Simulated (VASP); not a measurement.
# MgB2 (P6/mmm) in VASP: a series of runs, part 2 of 3

VASP 6.6.1. The steps go on from the part before.

## 5. Single point, PBEsol (strain -0.040 along x and y, -0.040 along z)

Contents of INCAR:

```
PREC = Accurate
ENCUT = 520
EDIFF = 1E-7
ISMEAR = 0
SIGMA = 0.15
LREAL = False
LASPH = True
NELM = 80
ALGO = Normal
ISIF = 2
LWAVE = False
LCHARG = False
GGA = PS
NBANDS = 11
```

Contents of KPOINTS:

```
Automatic mesh
0
Gamma
  18 18 14
```

Contents of POSCAR:

```
MgB2
1.0
    2.9392233386      0.0000000000      0.0000000000
   -1.4696116693      2.5454420786      0.0000000000
    0.0000000000      0.0000000000      3.3642781601
Mg B
1 2
Direct
    0.0000000000      0.0000000000      0.0000000000
    0.3333333333      0.6666666667      0.5000000000
    0.6666666667      0.3333333333      0.5000000000
```

Potentials or basis: VASP PAW PBE potentials, release 64 (Mg, B).

Command:

```console
$ cat potpaw_PBE.64/Mg/POTCAR potpaw_PBE.64/B/POTCAR > POTCAR
$ mpirun -np 1 vasp_std > vasp.out
```

OUTCAR:

```text
PREC = Accurate
   ENCUT = 520
   EDIFF = 1E-7
   ISMEAR = 0
   LREAL = False
   LASPH = True
   NELM = 80
   ISIF = 2
   GGA = PS

 ion  position               nearest neighbor table
   1  0.000  0.000  0.000-   2 2.39   3 2.39   2 2.39   3 2.39   2 2.39   2 2.39   3 2.39   3 2.39
                             3 2.39   3 2.39   2 2.39   2 2.39
   2  0.333  0.667  0.500-   3 1.70   3 1.70   3 1.70   1 2.39   1 2.39   1 2.39   1 2.39   1 2.39
                             1 2.39
   3  0.667  0.333  0.500-   2 1.70   2 1.70   2 1.70   1 2.39   1 2.39   1 2.39   1 2.39   1 2.39
                             1 2.39

  LATTYP: Found a hexagonal cell.
 ALAT       =     2.9392233386
 C/A-ratio  =     1.1446146728

  Lattice vectors:

 A1 = (   2.9392233386,   0.0000000000,   0.0000000000)
 A2 = (  -1.4696116693,   2.5454420786,   0.0000000000)
 A3 = (   0.0000000000,   0.0000000000,   3.3642781601)

Analysis of symmetry for initial positions (statically):
=====================================================================
 Subroutine PRICEL returns:
 Original cell was already a primitive cell.

 Routine SETGRP: Setting up the symmetry group for a
 hexagonal supercell.

[... 174 lines left out ...]
 Fermi energy:         6.2518101218

 k-point     1 :       0.0000    0.0000    0.0000
  band No.  band energies     occupation
      1      -7.0254      2.00000
      2       3.0000      2.00000
      3       6.7532      0.00000
      4       6.7532      0.00000
      5       8.1863      0.00000
      6      13.2139      0.00000
      7      13.2139      0.00000
      8      15.9990      0.00000
      9      17.5257      0.00000
     10      20.5238      0.00000
     11      23.6887      0.00000
[... 309 lines left out ...]
 k-point    24 :       0.3889    0.1111    0.0000
  band No.  band energies     occupation
      1      -3.2399      2.00000
      2      -1.2312      2.00000
      3       3.0206      2.00000
      4       6.3245      0.49294
      5       9.9237      0.00000
      6      11.1962      0.00000
      7      12.4629      0.00000
      8      15.2030      0.00000
      9      18.2832      0.00000
     10      20.7194      0.00000
     11      21.9838      0.00000

 [... further k-points ...]
[... 5 lines left out ...]
  --------------------------------------------------------------------------------------
  -------------------------------------------------------------------------------------
  Total        4.3347517      4.3347517      2.6676359      0.0000000     -0.0000000      0.0000000
  in kB      275.9224937    275.9224937    169.8045951      0.0000000     -0.0000000      0.0000000
  external PRESSURE =     240.5498608 kB  Pullay stress =       0.0000000 kB

 VOLUME and BASIS-vectors are now :
 -----------------------------------------------------------------------------
  energy-cutoff  :      520.00
  volume of cell :       25.17
      direct lattice vectors                 reciprocal lattice vectors
     2.939223339  0.000000000  0.000000000     0.340225932  0.196429533  0.000000000
    -1.469611669  2.545442079  0.000000000     0.000000000  0.392859067  0.000000000
     0.000000000  0.000000000  3.364278160     0.000000000  0.000000000  0.297240582

 POSITION                                       TOTAL-FORCE (eV/Angst)
 -----------------------------------------------------------------------------------
      0.00000      0.00000      0.00000        -0.000000      0.000000      0.000000
     -0.00000      1.69696      1.68214        -0.000000      0.000000      0.000000
      1.46961      0.84848      1.68214         0.000000      0.000000      0.000000
 -----------------------------------------------------------------------------------
    total drift:                                0.000000     -0.000000      0.000000

  FREE ENERGIE OF THE ION-ELECTRON SYSTEM (eV)
  ---------------------------------------------------
  free  energy   TOTEN  =       -16.0013597183 eV

  energy  without entropy=      -15.9944558886  energy(sigma->0) =      -15.99790780
```

stdout:

```text
POSCAR found type information on POSCAR MgB
 POSCAR found :  2 types and       3 ions
 scaLAPACK will be used
 -----------------------------------------------------------------------------
|                                                                             |
|                                                                             |
|     You enforced a specific xc type in the INCAR file but a different       |
|     I HOPE YOU KNOW WHAT YOU ARE DOING!                                     |
|                                                                             |
 -----------------------------------------------------------------------------

 LDA part: xc-table for (Slater+PW92), standard interpolation
 POSCAR, INCAR and KPOINTS ok, starting setup
 FFT: planning ... GRIDC
 FFT: planning ... GRID_SOFT
 FFT: planning ... GRID
 WAVECAR not read
 entering main loop
```

Run time: 2.2 min. Hardware: 1 thread of AMD EPYC 7R43 (Zen 3), shared host; peak memory 0.17 GiB.

Results:

| Property | Result |
| --- | --- |
| Free energy | -16.0014 eV |
| Pressure | 24.1 GPa |
| Band gap on the k mesh | zero (band 4 reaches 8.17 eV, above the bottom of band 5 at 3.99 eV) |

Stress tensor (GPa, compression positive):
```
27.59  0.00  0.00
 0.00 27.59  0.00
 0.00  0.00 16.98
```

Caveat: the cell differs from its parent crystal (strain -0.040 along x and y, -0.040 along z); the PAW data sets were made with another functional, which shifts forces and pressure a little.

## 6. Single point, PBEsol (strain -0.080 along x and y, +0.080 along z)

Contents of INCAR:

```
ALGO     = Normal         # electronic algorithm
EDIFF    = 1E-6           # SCF threshold, eV
ENCUT    = 520            # plane-wave cutoff, eV
GGA      = PS             # functional
ISIF     = 2              # what is computed and relaxed
ISMEAR   = 0              # smearing method
LASPH    = True           # aspherical terms in the spheres
LCHARG   = True           # write CHGCAR
LELF     = True           # ELF
LREAL    = False          # projectors in reciprocal space
LVHAR    = True         
LWAVE    = False          # write WAVECAR
NBANDS   = 11             # bands
NELM     = 80             # most SCF steps
PREC     = Accurate       # precision mode
SIGMA    = 0.15           # smearing width, eV
```

Contents of KPOINTS:

```
k-points
0
Gamma
  18 18 14
```

Contents of POSCAR:

```
MgB2
1.0
    2.8167556995      0.0000000000      0.0000000000
   -1.4083778498      2.4393819920      0.0000000000
    0.0000000000      0.0000000000      3.7848129301
Mg B
1 2
Direct
    0.0000000000      0.0000000000      0.0000000000
    0.3333333333      0.6666666667      0.5000000000
    0.6666666667      0.3333333333      0.5000000000
```

Potentials or basis: VASP PAW PBE potentials, release 64 (Mg, B).

Command:

```console
$ cat potpaw_PBE.64/Mg/POTCAR potpaw_PBE.64/B/POTCAR > POTCAR
$ mpirun -np 1 vasp_std > vasp.out
```

OUTCAR:

```text
EDIFF = 1E-6
   ENCUT = 520
   GGA = PS
   ISIF = 2
   ISMEAR = 0
   LASPH = True
   LREAL = False
   NELM = 80
   PREC = Accurate

 ion  position               nearest neighbor table
   1  0.000  0.000  0.000-   2 2.50   3 2.50   2 2.50   3 2.50   3 2.50   3 2.50   2 2.50   2 2.50
                             3 2.50   3 2.50   2 2.50   2 2.50
   2  0.333  0.667  0.500-   3 1.63   3 1.63   3 1.63   1 2.50   1 2.50   1 2.50   1 2.50   1 2.50
                             1 2.50
   3  0.667  0.333  0.500-   2 1.63   2 1.63   2 1.63   1 2.50   1 2.50   1 2.50   1 2.50   1 2.50
                             1 2.50

  LATTYP: Found a hexagonal cell.
 ALAT       =     2.8167556995
 C/A-ratio  =     1.3436780942

  Lattice vectors:

 A1 = (   2.8167556995,   0.0000000000,   0.0000000000)
 A2 = (  -1.4083778498,   2.4393819920,   0.0000000000)
 A3 = (   0.0000000000,   0.0000000000,   3.7848129301)

Analysis of symmetry for initial positions (statically):
=====================================================================
 Subroutine PRICEL returns:
 Original cell was already a primitive cell.

 Routine SETGRP: Setting up the symmetry group for a
 hexagonal supercell.

 Subroutine GETGRP returns: Found 24 space group operations
 (whereof 24 operations were pure point group operations)
 out of a pool of 24 trial point group operations.

The static configuration has the point symmetry D_6h.

Analysis of symmetry for dynamics (positions and initial velocities):
=====================================================================
 Subroutine PRICEL returns:
 Original cell was already a primitive cell.

 Routine SETGRP: Setting up the symmetry group for a
 hexagonal supercell.

 Subroutine GETGRP returns: Found 24 space group operations
 (whereof 24 operations were pure point group operations)
 out of a pool of 24 trial point group operations.

The dynamic configuration has the point symmetry D_6h.

 Subroutine INISYM returns: Found 24 space group operations
 (whereof 24 operations are pure point group operations),
 and found     1 'primitive' translations

[... 121 lines left out ...]
   GGA     = PS    functional components
   LHFCALC =     F    Hartree Fock is set to
   AEXX    =    0.0000 exact exchange contribution
   IVDW    =     0    specifies the selected vdW correction
   LEPSILON=     F    determine dielectric tensor
   LRPA    =     F    only Hartree local field effects (RPA)
 non-spin polarized calculation
 Gauss-broadening in eV      SIGMA  =   0.15
  energy-cutoff  :      520.00
  volume of cell :       26.01
 maximum number of plane-waves:       712
 NGX is ok and might be reduce to    24
   NGX = 11   NGY = 11   NGZ = 15

 number of electron       8.0000000 magnetization

 Free energy of the ion-electron system (eV)
  ---------------------------------------------------
  ext. energy  EPLUGINS =         0.00000000
  ---------------------------------------------------
  free energy    TOTEN  =       -15.41890873 eV

  energy without entropy =      -15.41238029  energy(sigma->0) =      -15.41564451

 E-fermi :   6.3353     XC(G=0): -11.3865

 val. band max:        6.3331525880   @ k =   0.1667   0.0000   0.1429
 cond. band min:       6.3369493256   @ k =   0.3333   0.2778   0.0714
 fundamental gap:      0.0037967376
 Fermi energy:         6.3352550694

 k-point     1 :       0.0000    0.0000    0.0000
  band No.  band energies     occupation
      1      -7.1225      2.00000
      2       1.2964      2.00000
      3       5.3399      2.00000
      4       7.4170      0.00000
      5       7.4170      0.00000
      6      14.6575      0.00000
      7      14.6575      0.00000
      8      18.3158      0.00000
      9      18.3702      0.00000
     10      22.0199      0.00000
     11      22.8484      0.00000
[... 309 lines left out ...]
 k-point    24 :       0.3889    0.1111    0.0000
  band No.  band energies     occupation
      1      -3.0478      2.00000
      2      -0.9486      2.00000
      3       3.4298      2.00000
      4       5.2537      2.00000
      5       9.0481      0.00000
      6       9.4122      0.00000
      7      11.5214      0.00000
      8      14.6435      0.00000
      9      17.0447      0.00000
     10      19.6921      0.00000
     11      23.7140      0.00000

 [... further k-points ...]
[... 5 lines left out ...]
  --------------------------------------------------------------------------------------
  -------------------------------------------------------------------------------------
  Total        8.4076760      8.4076760     -3.0459930     -0.0000000      0.0000000     -0.0000000
  in kB      517.9801747    517.9801747   -187.6575642     -0.0000000      0.0000000     -0.0000000
  external PRESSURE =     282.7675951 kB  Pullay stress =       0.0000000 kB

 VOLUME and BASIS-vectors are now :
 -----------------------------------------------------------------------------
  energy-cutoff  :      520.00
  volume of cell :       26.01
      direct lattice vectors                 reciprocal lattice vectors
     2.816755699  0.000000000  0.000000000     0.355018364  0.204969948  0.000000000
    -1.408377850  2.439381992  0.000000000     0.000000000  0.409939896  0.000000000
     0.000000000  0.000000000  3.784812930     0.000000000  0.000000000  0.264213851

 POSITION                                       TOTAL-FORCE (eV/Angst)
 -----------------------------------------------------------------------------------
      0.00000      0.00000      0.00000         0.000000      0.000000      0.000000
     -0.00000      1.62625      1.89241        -0.000000     -0.000000     -0.000000
      1.40838      0.81313      1.89241         0.000000      0.000000      0.000000
 -----------------------------------------------------------------------------------
    total drift:                                0.000000     -0.000000      0.000000

  FREE ENERGIE OF THE ION-ELECTRON SYSTEM (eV)
  ---------------------------------------------------
  free  energy   TOTEN  =       -15.4189087336 eV

  energy  without entropy=      -15.4123802908  energy(sigma->0) =      -15.41564451
```

It took 1.8 min on 1 thread of AMD EPYC 7R43 (Zen 3), shared host; peak memory 0.17 GiB.

Results:

| Quantity | Value |
| --- | --- |
| Free energy | -15.4189 eV |
| Pressure | 28.3 GPa |
| Band gap on the k mesh | zero (band 4 reaches 7.60 eV, above the bottom of band 5 at 4.23 eV) |

Caveat: the cell differs from its parent crystal (strain -0.080 along x and y, +0.080 along z); the PAW data sets were made with another functional, which shifts forces and pressure a little.

(Continued in part 3 of 3.)
